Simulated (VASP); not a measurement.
# ZnS: relaxation of cell and atoms with PBE

ZnS:

```
Zn S
1.0
     0.00000    2.70500    2.70500
     2.70500    0.00000    2.70500
     2.70500    2.70500    0.00000
Zn S
1 1
Direct
  0.00000 0.00000 0.00000
  0.25000 0.25000 0.25000
```

- Program: VASP 6.6.1
- Task: relaxation of cell and atoms
- Functional: PBE
- Potentials or basis: VASP PAW PBE potentials, release 64 (Zn, S)
- Cutoff: 500 eV
- k mesh: 8 × 8 × 8
- Occupations: gaussian, width 0.02 eV
- Spin: no spin polarisation
- Dipole correction: no
- Further INCAR settings: ALGO = Normal; EDIFF = 1e-07; IBRION = 2; EDIFFG = -0.002; NSW = 100; ISIF = 3

```json
{
 "Relaxed volume": "20.20 Å³/atom",
 "Relaxed cell": "a = 3.852 Å, b = 3.852 Å, c = 3.852 Å, α = 60.00°, β = 60.00°, γ = 60.00°",
 "Space group after relaxing (to 0.1 Å)": "F-43m (No. 216)",
 "Energy gained by relaxing": "1.9 meV/atom",
 "Ionic steps": "3",
 "Pressure after relaxing": "0.0 GPa",
 "Band gap on the k mesh": "2.01 eV"
}
```

The path:
```
step  energy change (eV)  largest force (eV/Å)  pressure (GPa)  volume (Å³)
   1              0.0000                0.0000            1.50        39.59
   2             -0.0034                0.0000           -0.42        40.65
   3             -0.0037                0.0000            0.00        40.40
```

Final structure:
```xyz
2
Lattice="0.0000 2.7235 2.7235 2.7235 0.0000 2.7235 2.7235 2.7235 0.0000" Properties=species:S:1:pos:R:3 pbc="T T T"
Zn    0.0000    0.0000    0.0000
S     1.3617    1.3617    1.3617
```

Levels at points of the mesh, in eV from the valence-band top:
| k point | band 7 | band 8 | band 9 | band 10 | band 11 | band 12 |
| --- | --- | --- | --- | --- | --- | --- |
| (0.00, 0.00, 0.00) | 0.00 | 0.00 | 0.00 | 2.01 | 6.41 | 6.41 |
| (0.50, 0.00, 0.00) | -5.14 | -0.83 | -0.83 | 3.26 | 6.94 | 6.94 |
| (0.50, 0.50, 0.00) | -4.47 | -2.13 | -2.13 | 3.46 | 4.07 | 10.81 |

It took 63 s on 1 thread of Intel Xeon 8259CL (shared host), peak memory 0.16 GiB.
